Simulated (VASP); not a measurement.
# Al (I4/mmm) in VASP: further runs

Al is run at these levels: PBE; tasks: single point.

All numbers are computed with VASP 6.6.1; they aren't measurements. Logs are shortened: lines on timing, memory, paths and dates and some standing lists are left out, and cuts for length are marked.

## Step 1: The cell of the first run

The structure is tetragonal, space group I4/mmm (No. 139). Conventional cell: a = 2.748 Å, b = 2.748 Å, c = 4.048 Å, α = 90.00°, β = 90.00°, γ = 90.00°. Al (site symmetry 4/mmm) has 12 Al at 2.75 to 2.81 Å within 3.6 Å.

## Step 2: Single point, PBE (strain -0.040 along x and y, +0.000 along z)

Contents of INCAR:

```
ALGO     = Fast           # electronic algorithm
EDIFF    = 1E-6           # SCF threshold, eV
ENCUT    = 520            # plane-wave cutoff, eV
GGA      = PE             # functional
ISIF     = 2              # what is computed and relaxed
ISMEAR   = 0              # smearing method
LASPH    = T              # aspherical terms in the spheres
LCHARG   = F              # write CHGCAR
LREAL    = F              # projectors in reciprocal space
LWAVE    = F              # write WAVECAR
NBANDS   = 8              # bands
NELM     = 100            # most SCF steps
PREC     = Accurate       # precision mode
SIGMA    = 0.15           # smearing width, eV
```

Contents of KPOINTS:

```
k-points
0
Gamma
  20 20 20
```

Contents of POSCAR:

```
Al
1.0
    0.0000000000      1.9430208000      2.0239800000
    1.9430208000      0.0000000000      2.0239800000
    1.9430208000      1.9430208000      0.0000000000
Al
1
Direct
    0.0000000000      0.0000000000      0.0000000000
```

Potentials or basis: VASP PAW PBE potentials, release 64 (Al).

The run is started by

```console
> cat potpaw_PBE.64/Al/POTCAR > POTCAR
> mpirun -np 1 vasp_std > vasp.out
```

OUTCAR:

```text
EDIFF = 1E-6
   ENCUT = 520
   GGA = PE
   ISIF = 2
   ISMEAR = 0
   LASPH = T
   LREAL = F
   NELM = 100
   PREC = Accurate

 ion  position               nearest neighbor table
   1  0.000  0.000  0.000-

  LATTYP: Found a body centered tetragonal cell.
 ALAT       =     2.7478463673
 C/A-ratio  =     1.4731391275

  Lattice vectors:

 A1 = (  -1.9430208000,   0.0000000000,   2.0239800000)
 A2 = (   1.9430208000,   0.0000000000,   2.0239800000)
 A3 = (   0.0000000000,   1.9430208000,  -2.0239800000)

Analysis of symmetry for initial positions (statically):
=====================================================================
 Subroutine PRICEL returns:
 Original cell was already a primitive cell.

 Routine SETGRP: Setting up the symmetry group for a
 body centered tetragonal supercell.

 Subroutine GETGRP returns: Found 16 space group operations
 (whereof 16 operations were pure point group operations)
 out of a pool of 16 trial point group operations.

The static configuration has the point symmetry D_4h.

Analysis of symmetry for dynamics (positions and initial velocities):
=====================================================================
 Subroutine PRICEL returns:
 Original cell was already a primitive cell.

 Routine SETGRP: Setting up the symmetry group for a
 body centered tetragonal supercell.

 Subroutine GETGRP returns: Found 16 space group operations
 (whereof 16 operations were pure point group operations)
 out of a pool of 16 trial point group operations.

The dynamic configuration has the point symmetry D_4h.

 Subroutine INISYM returns: Found 16 space group operations
 (whereof 16 operations are pure point group operations),
 and found     1 'primitive' translations

----------------------------------------------------------------------------------------

                                     Primitive cell

  volume of cell :      15.2824

  direct lattice vectors                    reciprocal lattice vectors
     0.000000000  1.943020800  2.023980000    -0.257331265  0.257331265  0.247038014
     1.943020800  0.000000000  2.023980000     0.257331265 -0.257331265  0.247038014
     1.943020800  1.943020800  0.000000000     0.257331265  0.257331265 -0.247038014

  length of vectors
     2.805677257  2.805677257  2.747846367     0.439848315  0.439848315  0.439848315

  position of ions in fractional coordinates (direct lattice)
     0.000000000  0.000000000  0.000000000

  ion indices of the primitive-cell ions
[... 72 lines left out ...]
   ENCUT  =  520.0 eV  38.22 Ry    6.18 a.u.   5.22  5.22  5.11*2*pi/ulx,y,z
   NELM   =    100;   NELMIN=  2; NELMDL= -5     # of ELM steps
   EDIFF  = 0.1E-05   stopping-criterion for ELM
   LREAL  =      F    real-space projection
   EDIFFG = 0.1E-04   stopping-criterion for IOM
   NSW    =      0    number of steps for IOM
   IBRION =     -1    ionic relax: 0-MD 1-quasi-New 2-CG
   NFREE  =      0    steps in history (QN), initial steepest desc. (CG)
   ISIF   =      2    stress and relaxation
   ISYM   =      2    0-nonsym 1-usesym 2-fastsym
   POTIM  = 0.5000    time-step for ionic-motion
   TEBEG  =    0.0;   TEEND  =   0.0 temperature during run
   PSTRESS=    0.0 pullay stress
   NELECT =       3.0000    total number of electrons
   NUPDOWN=      -1.0000    fix difference up-down
   EMIN   =  10.00;   EMAX   =-10.00  energy-range for DOS
   EFERMI =   0.00;   METHOD = LEGACY
   ISMEAR =     0;   SIGMA  =   0.15  broadening in eV -4-tet -1-fermi 0-gaus
   EFERMI_NEDOS =   21; number of points for ismear=-14 and -15
   IALGO  =     68    algorithm
   IMIX   =      4    mixing-type and parameters
     AMIX     =   0.40;   BMIX     =  1.00
     AMIX_MAG =   1.60;   BMIX_MAG =  1.00
  volume/ion in A,a.u.               =      15.28       103.13
  Fermi-wavevector in a.u.,A,eV,Ry     =   0.951448  1.797975 12.316709  0.905253
  Thomas-Fermi vector in A             =   2.079919
   LORBIT       =      0    0 simple, 1 ext, 2 COOP (PROOUT), +10 PAW based schemes
   GGA     = PE    functional components
   LHFCALC =     F    Hartree Fock is set to
   AEXX    =    0.0000 exact exchange contribution
   IVDW    =     0    specifies the selected vdW correction
   LEPSILON=     F    determine dielectric tensor
   LRPA    =     F    only Hartree local field effects (RPA)
 non-spin polarized calculation
 RMM-DIIS sequential band-by-band and
 Gauss-broadening in eV      SIGMA  =   0.15
  energy-cutoff  :      520.00
  volume of cell :       15.28
 maximum number of plane-waves:       424
 NGX is ok and might be reduce to    24
   NGX = 11   NGY = 11   NGZ = 11

 number of electron       3.0000000 magnetization

 Free energy of the ion-electron system (eV)
  ---------------------------------------------------
  ext. energy  EPLUGINS =         0.00000000
  ---------------------------------------------------
  free energy    TOTEN  =        -3.72003997 eV

  energy without entropy =       -3.71587707  energy(sigma->0) =       -3.71795852

 E-fermi :   8.8462     XC(G=0): -10.4772

 val. band max:        8.8292865153   @ k =  -0.3500   0.0500   0.4000
 cond. band min:       8.8466858464   @ k =   0.4500   0.4000   0.0000
 fundamental gap:      0.0173993311
 Fermi energy:         8.8462073574

 k-point     1 :       0.0000    0.0000    0.0000
  band No.  band energies     occupation
      1      -2.8513      2.00000
      2      21.5829      0.00000
      3      22.0567      0.00000
      4      22.0567      0.00000
      5      23.9363      0.00000
      6      23.9363      0.00000
      7      24.0708      0.00000
      8      25.8836      0.00000
[... 243 lines left out ...]
 k-point    24 :      -0.3500    0.0500    0.0000
  band No.  band energies     occupation
      1       1.0389      2.00000
      2       8.2052      2.00000
      3      18.0626      0.00000
      4      21.6203      0.00000
      5      22.0715      0.00000
      6      22.7030      0.00000
      7      24.7276      0.00000
      8      26.6735      0.00000

 [... further k-points ...]
[... 5 lines left out ...]
  --------------------------------------------------------------------------------------
  -------------------------------------------------------------------------------------
  Total        0.7773497      0.7773497      0.4799448      0.0000000      0.0000000     -0.0000000
  in kB       81.4959253     81.4959253     50.3165417      0.0000000      0.0000000     -0.0000000
  external PRESSURE =      71.1027974 kB  Pullay stress =       0.0000000 kB

 VOLUME and BASIS-vectors are now :
 -----------------------------------------------------------------------------
  energy-cutoff  :      520.00
  volume of cell :       15.28
      direct lattice vectors                 reciprocal lattice vectors
     0.000000000  1.943020800  2.023980000    -0.257331265  0.257331265  0.247038014
     1.943020800  0.000000000  2.023980000     0.257331265 -0.257331265  0.247038014
     1.943020800  1.943020800  0.000000000     0.257331265  0.257331265 -0.247038014

 POSITION                                       TOTAL-FORCE (eV/Angst)
 -----------------------------------------------------------------------------------
      0.00000      0.00000      0.00000        -0.000000      0.000000      0.000000
 -----------------------------------------------------------------------------------
    total drift:                                0.000000      0.000000     -0.000000

  FREE ENERGIE OF THE ION-ELECTRON SYSTEM (eV)
  ---------------------------------------------------
  free  energy   TOTEN  =        -3.7200399740 eV

  energy  without entropy=       -3.7158770706  energy(sigma->0) =       -3.71795852
```

OSZICAR:

```text
N       E                     dE             d eps       ncg     rms          rms(c)
DAV:   1    -0.228812928129E+01   -0.22881E+01   -0.89678E+02 10312   0.206E+02
DAV:   2    -0.373712196670E+01   -0.14490E+01   -0.13912E+01 14528   0.193E+01
DAV:   3    -0.374405252999E+01   -0.69306E-02   -0.69273E-02 13296   0.148E+00
DAV:   4    -0.374407090614E+01   -0.18376E-04   -0.18376E-04 15984   0.641E-02
DAV:   5    -0.374407095663E+01   -0.50495E-07   -0.50478E-07 13320   0.187E-03    0.144E+00
RMM:   6    -0.373015560624E+01    0.13915E-01   -0.84460E-04 10269   0.166E-01    0.846E-01
RMM:   7    -0.372002137656E+01    0.10134E-01   -0.28731E-03 12323   0.290E-01    0.132E-01
RMM:   8    -0.372003885749E+01   -0.17481E-04   -0.16439E-04 11611   0.800E-02    0.241E-02
RMM:   9    -0.372004078515E+01   -0.19277E-05   -0.23594E-05 12007   0.301E-02    0.130E-02
RMM:  10    -0.372003997395E+01    0.81119E-06   -0.47128E-06 12120   0.134E-02
   1 F= -.37200400E+01 E0= -.37179585E+01  d E =-.416290E-02
```

Wall time 68 s (1 thread of Intel Xeon 8259CL, shared host); peak memory 0.18 GiB.

What came out:

```
Free energy            : -3.7200 eV
Pressure               : 7.1 GPa
Band gap on the k mesh : zero (an odd number of electrons rules out a gap without spin polarisation)
```

Levels at points of the mesh, in eV from the Fermi level:
```
           k point  band 1  band 2  band 3  band 4  band 5
(0.00, 0.00, 0.00)  -11.70   12.74   13.21   13.21   15.09
(0.50, 0.00, 0.00)   -4.92   -4.50   11.27   11.59   12.29
(0.50, 0.50, 0.00)   -3.53   -2.21    5.59    6.48    6.48
(0.50, 0.00, 0.50)   -2.92   -1.36    5.11    5.55    5.84
```

Caveat: the cell differs from its parent crystal (strain -0.040 along x and y, +0.000 along z); the cell stands under pressure.

## Step 3: Single point, PBE (strain +0.000 along x and y, -0.040 along z)

Contents of INCAR:

```
PREC = Accurate
ENCUT = 520
EDIFF = 1E-7
ISMEAR = 0
SIGMA = 0.15
LREAL = F
LASPH = T
NELM = 80
ALGO = Normal
ISIF = 2
LWAVE = F
LCHARG = F
GGA = PE
NBANDS = 8
```

Contents of KPOINTS:

```
regular mesh
0
Gamma
  20 20 20
```

Contents of POSCAR:

```
Al
1.0
    0.0000000000      2.0239800000      1.9430208000
    2.0239800000      0.0000000000      1.9430208000
    2.0239800000      2.0239800000      0.0000000000
Al
1
Direct
    0.0000000000      0.0000000000      0.0000000000
```

Potentials or basis: VASP PAW PBE potentials, release 64 (Al).

The run is started by

```console
> cat potpaw_PBE.64/Al/POTCAR > POTCAR
> mpirun -np 1 vasp_std > vasp.out
```

OUTCAR:

```text
PREC = Accurate
   ENCUT = 520
   EDIFF = 1E-7
   ISMEAR = 0
   LREAL = F
   LASPH = T
   NELM = 80
   ISIF = 2
   GGA = PE

 ion  position               nearest neighbor table
   1  0.000  0.000  0.000-

  LATTYP: Found a body centered tetragonal cell.
 ALAT       =     2.8623399660
 C/A-ratio  =     1.3576450199

  Lattice vectors:

 A1 = (   0.0000000000,  -2.0239800000,  -1.9430208000)
 A2 = (   0.0000000000,   2.0239800000,  -1.9430208000)
 A3 = (   2.0239800000,   0.0000000000,   1.9430208000)

Analysis of symmetry for initial positions (statically):
=====================================================================
 Subroutine PRICEL returns:
 Original cell was already a primitive cell.

 Routine SETGRP: Setting up the symmetry group for a
 body centered tetragonal supercell.

 Subroutine GETGRP returns: Found 16 space group operations
 (whereof 16 operations were pure point group operations)
 out of a pool of 16 trial point group operations.

The static configuration has the point symmetry D_4h.

Analysis of symmetry for dynamics (positions and initial velocities):
[... 153 lines left out ...]
  ---------------------------------------------------
  free energy    TOTEN  =        -3.74072776 eV

  energy without entropy =       -3.73668285  energy(sigma->0) =       -3.73870530

 E-fermi :   8.3923     XC(G=0): -10.3271

 val. band max:        8.3706088523   @ k =  -0.3500   0.1000   0.4000
 cond. band min:       8.3985466046   @ k =  -0.3000   0.2000   0.5000
 fundamental gap:      0.0279377522
 Fermi energy:         8.3923167102

 k-point     1 :       0.0000    0.0000    0.0000
  band No.  band energies     occupation
      1      -3.0053      2.00000
      2      21.0726      0.00000
      3      21.0726      0.00000
      4      21.5170      0.00000
      5      22.8866      0.00000
      6      23.0251      0.00000
      7      23.0251      0.00000
      8      25.1337      0.00000
[... 243 lines left out ...]
 k-point    24 :      -0.3500    0.0500    0.0000
  band No.  band energies     occupation
      1       0.7169      2.00000
      2       7.8926      2.00000
      3      18.5014      0.00000
      4      19.9617      0.00000
      5      20.2192      0.00000
      6      21.7694      0.00000
      7      23.5004      0.00000
      8      27.1926      0.00000

 [... further k-points ...]
[... 5 lines left out ...]
  --------------------------------------------------------------------------------------
  -------------------------------------------------------------------------------------
  Total        0.2321424      0.2321424      0.4496838      0.0000000     -0.0000000     -0.0000000
  in kB       23.3638959     23.3638959     45.2582666      0.0000000     -0.0000000     -0.0000000
  external PRESSURE =      30.6620195 kB  Pullay stress =       0.0000000 kB

 VOLUME and BASIS-vectors are now :
 -----------------------------------------------------------------------------
  energy-cutoff  :      520.00
  volume of cell :       15.92
      direct lattice vectors                 reciprocal lattice vectors
     0.000000000  2.023980000  1.943020800    -0.247038014  0.247038014  0.257331265
     2.023980000  0.000000000  1.943020800     0.247038014 -0.247038014  0.257331265
     2.023980000  2.023980000  0.000000000     0.247038014  0.247038014 -0.257331265

 POSITION                                       TOTAL-FORCE (eV/Angst)
 -----------------------------------------------------------------------------------
      0.00000      0.00000      0.00000         0.000000     -0.000000      0.000000
 -----------------------------------------------------------------------------------
    total drift:                               -0.000000      0.000000      0.000000

  FREE ENERGIE OF THE ION-ELECTRON SYSTEM (eV)
  ---------------------------------------------------
  free  energy   TOTEN  =        -3.7407277557 eV

  energy  without entropy=       -3.7366828501  energy(sigma->0) =       -3.73870530
```

OSZICAR:

```text
N       E                     dE             d eps       ncg     rms          rms(c)
DAV:   1    -0.234445873802E+01   -0.23445E+01   -0.87813E+02 10296   0.206E+02
DAV:   2    -0.375670229689E+01   -0.14122E+01   -0.13783E+01 14256   0.189E+01
DAV:   3    -0.376384300167E+01   -0.71407E-02   -0.71366E-02 13168   0.149E+00
DAV:   4    -0.376386087860E+01   -0.17877E-04   -0.17877E-04 16128   0.653E-02
DAV:   5    -0.376386090815E+01   -0.29551E-07   -0.29726E-07 13320   0.153E-03    0.136E+00
DAV:   6    -0.375047471286E+01    0.13386E-01   -0.14995E-03 13712   0.184E-01    0.792E-01
DAV:   7    -0.374073387033E+01    0.97408E-02   -0.45248E-03 13248   0.299E-01    0.153E-01
DAV:   8    -0.374072969645E+01    0.41739E-05   -0.13098E-05 14880   0.259E-02    0.131E-02
DAV:   9    -0.374072808495E+01    0.16115E-05   -0.75554E-07 14560   0.395E-03    0.637E-04
DAV:  10    -0.374072779603E+01    0.28892E-06   -0.31493E-09 13648   0.406E-04    0.379E-04
DAV:  11    -0.374072775572E+01    0.40310E-07   -0.11020E-10  7656   0.629E-05
   1 F= -.37407278E+01 E0= -.37387053E+01  d E =-.404491E-02
```

stdout:

```text
POSCAR found type information on POSCAR Al
 POSCAR found :  1 types and       1 ions
 scaLAPACK will be used
 LDA part: xc-table for (Slater+PW92), standard interpolation
 POSCAR, INCAR and KPOINTS ok, starting setup
 FFT: planning ... GRIDC
 FFT: planning ... GRID_SOFT
 FFT: planning ... GRID
 WAVECAR not read
 entering main loop
```

It took 74 s on 1 thread of Intel Xeon 8259CL, shared host; peak memory 0.19 GiB.

What came out:

```yaml
Free_energy: -3.7407 eV
Pressure: 3.1 GPa
Band_gap_on_the_k_mesh: zero (an odd number of electrons rules out a gap without spin polarisation)
```

Caveat: the cell differs from its parent crystal (strain +0.000 along x and y, -0.040 along z); the cell stands under pressure.
